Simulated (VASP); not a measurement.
# Ge (P6_3/mmc) in VASP: a series of runs

The runs below take Ge through single point, with PBE.

Program: VASP 6.6.1. These are calculated values, not measurements. Logs are shortened: lines on timing, memory, paths and dates and some standing lists are left out, and cuts for length are marked.

## Step 1: The cell of the first run

It takes space group P6_3/mmc (No. 194, hexagonal). The conventional cell has a = 3.988 Å, b = 3.988 Å, c = 13.865 Å, α = 90.00°, β = 90.00°, γ = 120.00°. Within 3.2 Å of Ge (site symmetry 3m) lie 4 Ge at 2.43 to 2.49 Å. Within 3.3 Å of Ge (site symmetry 3m) lie 4 Ge at 2.49 to 2.61 Å.

This isn't the form of Ge at room conditions, which is diamond.

## Step 2: Single point, PBE

INCAR

```
SYSTEM = Ge
PREC = Accurate ; ENCUT = 520
EDIFF = 1E-7 ; ISMEAR = 0
SIGMA = 0.15 ; LREAL = .FALSE.
LASPH = .TRUE. ; NELM = 80
ALGO = Fast ; ISIF = 2
LWAVE = .FALSE. ; LCHARG = .FALSE.
GGA = PE ; NBANDS = 66
```

KPOINTS

```
regular mesh
0
G
  15 15 4
  0 0 0
```

POSCAR

```
Ge
1.0
    3.9876524960      0.0000000000      0.0000000000
   -1.9938262480      3.4534083630      0.0000000000
    0.0000000000      0.0000000000     13.8646689633
Ge
8
Direct
    0.0000000000      0.0000000000      0.4123984970
    0.0000000000      0.0000000000      0.5876015030
    0.0000000000      0.0000000000      0.9123984970
    0.0000000000      0.0000000000      0.0876015030
    0.3333333333      0.6666666667      0.3442031336
    0.6666666667      0.3333333333      0.6557968664
    0.6666666667      0.3333333333      0.8442031336
    0.3333333333      0.6666666667      0.1557968664
```

Potentials or basis: VASP PAW PBE potentials, release 64 (Ge_d).

Run with:

```sh
$ cat potpaw_PBE.64/Ge_d/POTCAR > POTCAR
$ mpirun -np 1 vasp_std > vasp.out
```

OUTCAR:

```text
SYSTEM = Ge
   PREC = Accurate
   ENCUT = 520
   EDIFF = 1E-7
   ISMEAR = 0
   LREAL = .FALSE.
   LASPH = .TRUE.
   NELM = 80
   ISIF = 2
   GGA = PE

 ion  position               nearest neighbor table
   1  0.000  0.000  0.412-   2 2.43   5 2.49   5 2.49   5 2.49
   2  0.000  0.000  0.588-   1 2.43   6 2.49   6 2.49   6 2.49
   3  0.000  0.000  0.912-   4 2.43   7 2.49   7 2.49   7 2.49
   4  0.000  0.000  0.088-   3 2.43   8 2.49   8 2.49   8 2.49
   5  0.333  0.667  0.344-   1 2.49   1 2.49   1 2.49   8 2.61
   6  0.667  0.333  0.656-   2 2.49   2 2.49   2 2.49   7 2.61
   7  0.667  0.333  0.844-   3 2.49   3 2.49   3 2.49   6 2.61
   8  0.333  0.667  0.156-   4 2.49   4 2.49   4 2.49   5 2.61

  LATTYP: Found a hexagonal cell.
 ALAT       =     3.9876524960
 C/A-ratio  =     3.4769000000

  Lattice vectors:

 A1 = (   3.9876524960,   0.0000000000,   0.0000000000)
 A2 = (  -1.9938262480,   3.4534083630,   0.0000000000)
 A3 = (   0.0000000000,   0.0000000000,  13.8646689633)

Analysis of symmetry for initial positions (statically):
=====================================================================
 Subroutine PRICEL returns:
 Original cell was already a primitive cell.

 Routine SETGRP: Setting up the symmetry group for a
 hexagonal supercell.

 Subroutine GETGRP returns: Found 24 space group operations
 (whereof 12 operations were pure point group operations)
 out of a pool of 24 trial point group operations.

The static configuration has the point symmetry D_3d.
 The point group associated with its full space group is D_6h.

Analysis of symmetry for dynamics (positions and initial velocities):
=====================================================================
 Subroutine PRICEL returns:
 Original cell was already a primitive cell.

 Routine SETGRP: Setting up the symmetry group for a
 hexagonal supercell.

 Subroutine GETGRP returns: Found 24 space group operations
 (whereof 12 operations were pure point group operations)
 out of a pool of 24 trial point group operations.

The dynamic configuration has the point symmetry D_3d.
 The point group associated with its full space group is D_6h.

 Subroutine INISYM returns: Found 24 space group operations
 (whereof 12 operations are pure point group operations),
 and found     1 'primitive' translations

----------------------------------------------------------------------------------------

                                     Primitive cell

  volume of cell :     190.9303

  direct lattice vectors                    reciprocal lattice vectors
     3.987652496  0.000000000  0.000000000     0.250774109  0.144784499  0.000000000
    -1.993826248  3.453408363  0.000000000     0.000000000  0.289568998  0.000000000
     0.000000000  0.000000000 13.864668963     0.000000000  0.000000000  0.072125775

  length of vectors
     3.987652496  3.987652496 13.864668963     0.289568998  0.289568998  0.072125775

  position of ions in fractional coordinates (direct lattice)
     0.000000000  0.000000000  0.412398497
     0.000000000  0.000000000  0.587601503
     0.000000000  0.000000000  0.912398497
     0.000000000  0.000000000  0.087601503
     0.333333333  0.666666667  0.344203134
     0.666666667  0.333333333  0.655796866
     0.666666667  0.333333333  0.844203134
     0.333333333  0.666666667  0.155796866

  ion indices of the primitive-cell ions
   primitive index   ion index
                 1           1
                 2           2
                 3           3
                 4           4
                 5           5
                 6           6
                 7           7
                 8           8

----------------------------------------------------------------------------------------

 KPOINTS: regular mesh

Automatic generation of k-mesh.
 Grid dimensions read from file:
 generate k-points for:   15   15    4

 Generating k-lattice:

  Cartesian coordinates                     Fractional coordinates (reciprocal lattice)
[... 46 lines left out ...]
   IVDW    =     0    specifies the selected vdW correction
   LEPSILON=     F    determine dielectric tensor
   LRPA    =     F    only Hartree local field effects (RPA)
 non-spin polarized calculation
 RMM-DIIS sequential band-by-band and
 Gauss-broadening in eV      SIGMA  =   0.15
  energy-cutoff  :      520.00
  volume of cell :      190.93
 maximum number of plane-waves:      5182
 NGX is ok and might be reduce to    30

 number of electron     112.0000111 magnetization

 Free energy of the ion-electron system (eV)
  ---------------------------------------------------
  ext. energy  EPLUGINS =         0.00000000
  ---------------------------------------------------
  free energy    TOTEN  =       -35.83893007 eV

  energy without entropy =      -35.83244740  energy(sigma->0) =      -35.83568873

 E-fermi :   4.5710     XC(G=0):  -9.6842

 val. band max:        4.5110846302   @ k =   0.4000   0.0000   0.0000
 cond. band min:       4.6071117372   @ k =   0.0667   0.0000   0.2500
 fundamental gap:      0.0960271071
 Fermi energy:         4.5709853269

 k-point     1 :       0.0000    0.0000    0.0000
  band No.  band energies     occupation
      1     -20.3068      2.00000
      2     -20.3068      2.00000
      3     -20.3001      2.00000
      4     -20.2988      2.00000
      5     -20.2983      2.00000
      6     -20.2983      2.00000
[... 58 lines left out ...]
     65       8.0556      0.00000
     66       8.2142      0.00000

 k-point     2 :       0.0667    0.0000    0.0000
  band No.  band energies     occupation
      1     -20.3127      2.00000
      2     -20.3071      2.00000
      3     -20.3054      2.00000
      4     -20.2985      2.00000
      5     -20.2944      2.00000
      6     -20.2913      2.00000
[... 58 lines left out ...]
     65       7.9870      0.00000
     66       8.2307      0.00000

 k-point     3 :       0.1333    0.0000    0.0000
  band No.  band energies     occupation
      1     -20.3197      2.00000
      2     -20.3111      2.00000
      3     -20.3076      2.00000
      4     -20.2991      2.00000
      5     -20.2922      2.00000
      6     -20.2906      2.00000
[... 1438 lines left out ...]
     65       8.7321      0.00000
     66       9.6374      0.00000

 k-point    24 :       0.4000    0.2000    0.0000
  band No.  band energies     occupation
      1     -20.3299      2.00000
      2     -20.3216      2.00000
      3     -20.3113      2.00000
      4     -20.3060      2.00000
      5     -20.3038      2.00000
      6     -20.2975      2.00000
[... 58 lines left out ...]
     65       8.7111      0.00000
     66       9.8454      0.00000

 [... further k-points ...]
[... 5 lines left out ...]
  --------------------------------------------------------------------------------------
  -------------------------------------------------------------------------------------
  Total        2.2073499      2.2073499     -3.7539395      0.0000000      0.0000000      0.0000000
  in kB       18.5228166     18.5228166    -31.5009107      0.0000000      0.0000000      0.0000000
  external PRESSURE =       1.8482408 kB  Pullay stress =       0.0000000 kB

 VOLUME and BASIS-vectors are now :
 -----------------------------------------------------------------------------
  energy-cutoff  :      520.00
  volume of cell :      190.93
      direct lattice vectors                 reciprocal lattice vectors
     3.987652496  0.000000000  0.000000000     0.250774109  0.144784499  0.000000000
    -1.993826248  3.453408363  0.000000000     0.000000000  0.289568998  0.000000000
     0.000000000  0.000000000 13.864668963     0.000000000  0.000000000  0.072125775

 POSITION                                       TOTAL-FORCE (eV/Angst)
 -----------------------------------------------------------------------------------
      0.00000      0.00000      5.71777        -0.000000      0.000000     -0.824335
      0.00000      0.00000      8.14690         0.000000     -0.000000      0.824335
      0.00000      0.00000     12.65010         0.000000     -0.000000     -0.824335
      0.00000      0.00000      1.21457        -0.000000      0.000000      0.824335
     -0.00000      2.30227      4.77226         0.000000     -0.000000     -0.073633
      1.99383      1.15114      9.09241        -0.000000      0.000000      0.073633
      1.99383      1.15114     11.70460         0.000000      0.000000     -0.073633
     -0.00000      2.30227      2.16007         0.000000     -0.000000      0.073633
 -----------------------------------------------------------------------------------
    total drift:                               -0.000000      0.000000      0.000000

  FREE ENERGIE OF THE ION-ELECTRON SYSTEM (eV)
  ---------------------------------------------------
  free  energy   TOTEN  =       -35.8389300653 eV

  energy  without entropy=      -35.8324474017  energy(sigma->0) =      -35.83568873
```

Wall time 42 min (1 thread of AMD EPYC 9755, shared host); peak memory 0.71 GiB.

What came out:

```
Free energy            : -35.8389 eV
Pressure               : 0.2 GPa
Largest force          : 0.824 eV/Å
Band gap on the k mesh : zero (bands 56 and 57 overlap by 0.49 eV)
```

Forces in eV/Å, atoms in the order of the input:
```
Ge   0.000  0.000 -0.824
Ge   0.000  0.000  0.824
Ge   0.000  0.000 -0.824
Ge   0.000  0.000  0.824
Ge   0.000  0.000 -0.074
Ge   0.000  0.000  0.074
Ge   0.000  0.000 -0.074
Ge   0.000  0.000  0.074
```

Levels at points of the mesh, in eV from the Fermi level:
```csv
k point,band 52,band 53,band 54,band 55,band 56,band 57,band 58,band 59,band 60,band 61
"(0.00, 0.00, 0.00)",-0.66,-0.59,-0.52,-0.52,0.22,0.22,0.55,0.95,1.11,2.47
"(0.00, 0.00, 0.50)",-0.97,-0.08,-0.08,-0.08,-0.08,0.67,0.67,1.14,1.14,2.83
```

Caveat: the stress differs along the axes, from -3 to 2 GPa; semilocal functionals underestimate gaps, and a narrow one can read as zero.

## Step 3: Single point, PBE

INCAR

```
SYSTEM = Ge
  PREC = Accurate
  ENCUT = 520
  EDIFF = 1E-6
  ISMEAR = 0
  SIGMA = 0.15
  LREAL = .False.
  LASPH = .True.
  NELM = 100
  ALGO = Fast
  ISIF = 2
  LWAVE = .False.
  LCHARG = .False.
  GGA = PE
  NBANDS = 66
```

KPOINTS

```
regular mesh
0
Gamma
  15 15 4
  0 0 0
```

POSCAR

```
Ge
1.0
    3.9876524960      0.0000000000      0.0000000000
   -1.9938262480      3.4534083630      0.0000000000
    0.0000000000      0.0000000000     13.8646689633
Ge
8
Direct
    0.0000000000      0.0000000000      0.4039628952
    0.0000000000      0.0000000000      0.5960371048
    0.0000000000      0.0000000000      0.9039628952
    0.0000000000      0.0000000000      0.0960371048
    0.3333333333      0.6666666667      0.3442031336
    0.6666666667      0.3333333333      0.6557968664
    0.6666666667      0.3333333333      0.8442031336
    0.3333333333      0.6666666667      0.1557968664
```

Potentials or basis: VASP PAW PBE potentials, release 64 (Ge_d).

Run with:

```sh
$ cat potpaw_PBE.64/Ge_d/POTCAR > POTCAR
$ mpirun -np 1 vasp_std > vasp.out
```

Run time: 35 min. Hardware: 1 thread of Oxide Virtual Turin-like, shared host; peak memory 0.71 GiB.

The run converged. Its results:

| Property | Result |
| --- | --- |
| Free energy | -35.7925 eV |
| Pressure | 0.6 GPa |
| Largest force | 0.858 eV/Å |
| Band gap on the k mesh | 0.04 eV (least direct gap 0.06 eV) |

Forces on the atoms (eV/Å):
```
Ge   0.000  0.000  0.858
Ge   0.000  0.000 -0.858
Ge   0.000  0.000  0.858
Ge   0.000  0.000 -0.858
Ge   0.000  0.000 -0.535
Ge   0.000  0.000  0.535
Ge   0.000  0.000 -0.535
Ge   0.000  0.000  0.535
```

Stress tensor (GPa, compression positive):
```
 3.58  0.00  0.00
 0.00  3.58  0.00
 0.00  0.00 -5.41
```

Levels at points of the mesh, in eV from the valence-band top:
```tsv
k point	band 54	band 55	band 56	band 57	band 58	band 59
(0.00, 0.00, 0.00)	-0.58	-0.03	-0.03	0.04	0.31	0.65
(0.00, 0.00, 0.50)	-0.25	-0.25	-0.25	0.41	0.41	1.13
```

Caveat: the stress differs along the axes, from -5 to 4 GPa; the smearing spreads over this small gap; semilocal functionals underestimate gaps, and a narrow one can read as zero.

## Step 4: Single point, PBE

This run uses another cell than the first one, of the same volume but with other edges.

INCAR

```
SYSTEM = Ge
ALGO = Fast
EDIFF = 1E-6
ENCUT = 520
GGA = PE
ISIF = 2
ISMEAR = 0
LASPH = .True.
LCHARG = .False.
LREAL = .False.
LWAVE = .False.
NBANDS = 66
NELM = 100
PREC = Accurate
SIGMA = 0.15
```

KPOINTS

```
k-points
0
Gamma
  15 15 4
  0 0 0
```

POSCAR

```
Ge
1.0
    4.1804466338      0.0000000000      0.0000000000
   -2.0902233169      3.6203729840      0.0000000000
    0.0000000000      0.0000000000     12.6153338067
Ge
8
Direct
    0.0000000000      0.0000000000      0.4180222316
    0.0000000000      0.0000000000      0.5819777684
    0.0000000000      0.0000000000      0.9180222316
    0.0000000000      0.0000000000      0.0819777684
    0.3333333333      0.6666666667      0.3442031336
    0.6666666667      0.3333333333      0.6557968664
    0.6666666667      0.3333333333      0.8442031336
    0.3333333333      0.6666666667      0.1557968664
```

Run with:

```sh
$ cat potpaw_PBE.64/Ge_d/POTCAR > POTCAR
$ mpirun -np 1 vasp_std > vasp.out
```

Wall time 20 min (1 thread of AMD EPYC 9755, shared host); peak memory 0.71 GiB.

It converged, with:

| Item | Value |
| --- | --- |
| Free energy | -33.7066 eV |
| Pressure | 4.8 GPa |
| Largest force | 6.675 eV/Å |
| Band gap on the k mesh | zero (bands 56 and 57 overlap by 0.26 eV) |

Forces in eV/Å, atoms in the order of the input:
```
Ge   0.000  0.000 -6.675
Ge   0.000  0.000  6.675
Ge   0.000  0.000 -6.675
Ge   0.000  0.000  6.675
Ge   0.000  0.000  1.368
Ge   0.000  0.000 -1.368
Ge   0.000  0.000  1.368
Ge   0.000  0.000 -1.368
```

Stress tensor (GPa, compression positive):
```
-5.28  0.00  0.00
 0.00 -5.28  0.00
 0.00  0.00 24.82
```

Levels at points of the mesh, in eV from the Fermi level:
```csv
k point,band 53,band 54,band 55,band 56,band 57,band 58,band 59,band 60
"(0.00, 0.00, 0.00)",-0.97,-0.93,-0.59,-0.34,0.22,0.27,0.27,0.53
"(0.00, 0.00, 0.50)",-0.36,-0.36,-0.36,-0.36,-0.22,-0.22,0.69,0.69
```

Caveat: the stress differs along the axes, from -5 to 25 GPa; semilocal functionals underestimate gaps, and a narrow one can read as zero; forces of over 1 eV/Å act on the atoms, so gaps and moduli don't describe the material at rest.

## Step 5: Single point, PBE

This run uses another cell than the first one, of the same volume but with other edges.

INCAR

```
PREC     = Accurate       # precision mode
ENCUT    = 520            # plane-wave cutoff, eV
EDIFF    = 1E-6           # SCF threshold, eV
ISMEAR   = 0              # smearing method
SIGMA    = 0.15           # smearing width, eV
LREAL    = False          # projectors in reciprocal space
LASPH    = True           # aspherical terms in the spheres
NELM     = 100            # most SCF steps
ALGO     = Fast           # electronic algorithm
ISIF     = 2              # what is computed and relaxed
LWAVE    = False          # write WAVECAR
LCHARG   = True           # write CHGCAR
GGA      = PE             # functional
LELF     = True           # ELF
LVHAR    = True         
NBANDS   = 66             # bands
```

KPOINTS

```
regular mesh
0
Gamma
  15 15 4
```

POSCAR

```
Ge
1.0
    4.0391102337      0.0000000000      0.0000000000
   -2.0195551169      3.4979720711      0.0000000000
    0.0000000000      0.0000000000     13.5136511089
Ge
8
Direct
    0.0000000000      0.0000000000      0.4123984970
    0.0000000000      0.0000000000      0.5876015030
    0.0000000000      0.0000000000      0.9123984970
    0.0000000000      0.0000000000      0.0876015030
    0.3333333333      0.6666666667      0.3442031336
    0.6666666667      0.3333333333      0.6557968664
    0.6666666667      0.3333333333      0.8442031336
    0.3333333333      0.6666666667      0.1557968664
```

Run with:

```sh
$ cat potpaw_PBE.64/Ge_d/POTCAR > POTCAR
$ mpirun -np 1 vasp_std > vasp.out
```

It took 39 min on 1 thread of Oxide Virtual Turin-like, shared host; peak memory 0.71 GiB.

Results (log left out):

| Property | Result |
| --- | --- |
| Free energy | -35.9030 eV |
| Pressure | 0.2 GPa |
| Largest force | 1.294 eV/Å |
| Band gap on the k mesh | zero (bands 56 and 57 overlap by 0.34 eV) |

Forces in eV/Å, atoms in the order of the input:
```
Ge   0.000  0.000 -1.294
Ge   0.000  0.000  1.294
Ge   0.000  0.000 -1.294
Ge   0.000  0.000  1.294
Ge   0.000  0.000  0.142
Ge   0.000  0.000 -0.142
Ge   0.000  0.000  0.142
Ge   0.000  0.000 -0.142
```

Stress tensor (GPa, compression positive):
```
-0.13  0.00  0.00
 0.00 -0.13  0.00
 0.00  0.00  0.81
```

Levels at points of the mesh, in eV from the Fermi level:
```
           k point  band 53  band 54  band 55  band 56  band 57  band 58  band 59  band 60
(0.00, 0.00, 0.00)    -0.70    -0.57    -0.57     0.15     0.15     0.20     0.64     0.84
(0.00, 0.00, 0.50)    -0.20    -0.20    -0.20    -0.20     0.33     0.33     0.98     0.98
```

Caveat: semilocal functionals underestimate gaps, and a narrow one can read as zero; forces of over 1 eV/Å act on the atoms, so gaps and moduli don't describe the material at rest.

## Step 6: Summary

```csv
cell,further INCAR settings,gap on the mesh (eV),pressure (GPa),largest force (eV/Å)
"a = 3.988, b = 3.988, c = 13.865 Å, angles 90.0, 90.0, 120.0°, 8 atoms, atomic positions A",ALGO = Fast; EDIFF = 1e-07; NBANDS = 66,none,0.2,0.82
"a = 3.988, b = 3.988, c = 13.865 Å, angles 90.0, 90.0, 120.0°, 8 atoms, atomic positions B",ALGO = Fast; EDIFF = 1e-06; NBANDS = 66,0.04,0.6,0.86
"a = 4.180, b = 4.180, c = 12.615 Å, angles 90.0, 90.0, 120.0°, 8 atoms, atomic positions C",ALGO = Fast; EDIFF = 1e-06; NBANDS = 66,none,4.8,6.67
"a = 4.039, b = 4.039, c = 13.514 Å, angles 90.0, 90.0, 120.0°, 8 atoms, atomic positions A",ALGO = Fast; EDIFF = 1e-06; NBANDS = 66,none,0.2,1.29
```

Alike in all rows: task single point; level PBE; potentials or basis VASP PAW PBE potentials, release 64 (Ge_d); no spin polarisation; k mesh 15 × 15 × 4; cutoff (eV) 520; smearing gaussian 0.15 eV.

Caveats: semilocal functionals underestimate gaps, and a narrow one can read as zero; forces of over 1 eV/Å act on the atoms, so gaps and moduli don't describe the material at rest (at least some runs); the stress differs along the axes, from -3 to 2 GPa (at least some runs); the stress differs along the axes, from -5 to 4 GPa (at least some runs); the smearing spreads over this small gap (at least some runs); the stress differs along the axes, from -5 to 25 GPa (at least some runs).

Total energies depend on the potentials used, so only differences within one code and one set of settings carry meaning.

The gap in the log of VASP goes by the Fermi energy; the results here count the filled bands.